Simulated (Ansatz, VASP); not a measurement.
**Ti in VASP and in Ansatz**

```
Ti
1.0
     2.86574    0.00000    0.00000
    -1.43287    2.48181    0.00000
     0.00000    0.00000    4.52773
Ti
2
Direct
  0.33333 0.66667 0.25000
  0.66667 0.33333 0.75000
```

Alike in both runs: functional LDA; k mesh 15 × 15 × 8; occupations gaussian, width 0.1 eV; no spin polarisation.

Ansatz relaxed the structure, and its values are those at the end. VASP's run is a single point on that final structure, the one shown.

|  | VASP | Ansatz |
| --- | --- | --- |
| version | VASP 6.6.1 | Ansatz 0.2.0 |
| potentials or method | VASP PAW LDA potentials, release 64 (Ti_sv), cutoff 520 eV | scalar-relativistic, plane waves, PAW |
| valence electrons in the cell | 24 | 24 |

Ansatz gave:

* gap on the k mesh at the Fermi level (eV): none
* pressure (GPa): 0.0

Estimate VASP's values.

gap on the k mesh at the Fermi level (eV): none; pressure (GPa): -0.1.

Ansatz warns that its potentials were made for another functional, while VASP's fit it. LDA's correlation is that of Perdew and Zunger in VASP and of Perdew and Wang (1992) in Ansatz. A gap of «none» marks a metal or a gap that the smearing closes.
